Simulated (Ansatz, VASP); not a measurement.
**Two plane-wave programs on Co**

POSCAR

```
Co
1.0
    0.0000000000      2.2498724596      2.2498724596
    2.2498724596      0.0000000000      2.2498724596
    2.2498724596      2.2498724596      0.0000000000
Co
2
Direct
    0.0000000000      0.0000000000      0.0000000000
    0.5000000000      0.5000000000      0.5000000000
```

Contents of INCAR.step1:

```
  ALGO = Normal
  EDIFF = 1E-4
  ENCUT = 520
  GGA = PE
  GGA_COMPAT = False
  ISMEAR = -1
  LASPH = True
  LCHARG = False
  LMAXMIX = 4
  LNONCOLLINEAR = True
  LREAL = False
  LSORBIT = True
  LWAVE = True
  MAGMOM = 0 0 -2.018 0 0 -2.018
  NBANDS = 30
  NELM = 150
  PREC = Accurate
  SIGMA = 0.05
```

File INCAR.step2:

```
  ALGO = Normal
  EDIFF = 1E-7
  ENCUT = 520
  GGA_COMPAT = False
  ISIF = 2
  ISMEAR = -1
  ISTART = 1
  LASPH = True
  LCHARG = True
  LMAXMIX = 4
  LMIXTAU = True
  LNONCOLLINEAR = True
  LORBIT = 11
  LORBMOM = True
  LREAL = False
  LSORBIT = True
  LVHAR = True
  LWAVE = False
  MAGMOM = 0 0 -2.018 0 0 -2.018
  METAGGA = R2SCAN
  NBANDS = 30
  NELM = 150
  PREC = Accurate
  SIGMA = 0.05
```

The input KPOINTS:

```
k-points
0
Gamma
  12 12 12
```

Input for Ansatz:

```yaml
crystal:
  lattice:
    - [0.0, 2.2498724596, 2.2498724596]
    - [2.2498724596, 0.0, 2.2498724596]
    - [2.2498724596, 2.2498724596, 0.0]
  atoms:
    - { symbol: Co, position: [0.0, 0.0, 0.0], spin: -2.018, spin_axis: [0, 0, 1] }
    - { symbol: Co, position: [0.5, 0.5, 0.5], spin: -2.018, spin_axis: [0, 0, 1] }
hamiltonian:
  xc: r2scan
  pseudopotentials:
    kind: paw_fr
    azcp:
      Co: "pseudopotentials/Co.paw.azcp"
basis:
  ecutwfc: 500
  fft_grid_basis: typed
kpoints:
  mp_grid: { grid: [12, 12, 12], shift: [0, 0, 0] }
magnetization:
  noncollinear: true
  spin_orbit: true
scf:
  occupations: { method: fermi_dirac, width: 0.05 }
output:
  write_density: true
  write_potential: true
  elf: true
  volumetric_format: npy
```

Alike in both runs: task single point; functional r2SCAN; k mesh 12 × 12 × 12; occupations fermi-dirac, width 0.05 eV; non-collinear spin, spin-orbit coupling.

|  | VASP | Ansatz |
| --- | --- | --- |
| version | VASP 6.6.1 | Ansatz 0.2.0 |
| potentials or method | VASP PAW PBE potentials, release 64 (Co), cutoff 520 eV | plane waves (500 eV) with PAW, fully relativistic with spin-orbit coupling |
| valence electrons in the cell | 18 | 34 |

```tsv
	VASP	Ansatz	Ansatz less VASP
net moment per atom (μB)	1.94	1.95	+0.009
```

VASP's potentials were made for PBE, not for r2SCAN. With one functional, cell and mesh, what is left measures potentials, basis and numerics. VASP's potentials hold 18 valence electrons a cell and Ansatz's 34, so a difference there can come from the potentials and not from the codes.
